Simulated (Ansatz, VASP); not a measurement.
**Two plane-wave programs on C**

INCAR

```
ALGO = Normal
EDIFF = 1E-6
ENCUT = 520
GGA = PS
ISIF = 2
ISMEAR = -1
LASPH = T
LCHARG = F
LREAL = F
LWAVE = F
NBANDS = 8
NELM = 100
PREC = Accurate
SIGMA = 0.08
```

The input KPOINTS:

```
k-points
0
Gamma
  24 24 24
```

File POSCAR:

```
C
1.0
    0.0000000000      1.4329813445      1.4329813445
    1.4329813445      0.0000000000      1.4329813445
    1.4329813445      1.4329813445      0.0000000000
C
1
Direct
    0.0000000000      0.0000000000      0.0000000000
```

Input for Ansatz:

```yaml
crystal:
  lattice:
    - [0.0, 1.4329813445, 1.4329813445]
    - [1.4329813445, 0.0, 1.4329813445]
    - [1.4329813445, 1.4329813445, 0.0]
  atoms:
    - { symbol: C, position: [0.0, 0.0, 0.0] }
kpoints:
  mp_grid: { grid: [24, 24, 24] }
scf:
  occupations: { method: fermi_dirac, width: 0.08 }
hamiltonian:
  xc: pbesol
  pseudopotentials: { kind: paw }
output:
  forces: true
  stress: true
  eigenvalues: true
  populations: true
```

Change from the starting cell: volume scaled by 0.84, PAW files.

Alike in both runs: task single point; functional PBEsol; k mesh 24 × 24 × 24; occupations fermi-dirac, width 0.08 eV; no spin polarisation.

```csv
,VASP,Ansatz
version,VASP 6.6.1,Ansatz 0.2.0
potentials or method,"VASP PAW PBE potentials, release 64 (C)","PAW with Ansatz's default frozen-core files, scalar-relativistic"
plane-wave cutoff (eV),520,420
valence electrons in the cell,4,4
```

VASP gave:

```
pressure (GPa) : 40.4
```

Q: Which values does Ansatz return?

A: Pressure (GPa): 39.9.

VASP's potentials were made for PBE, not for PBEsol. Both programs put the cell under a high pressure, so it lies far from rest at this level.
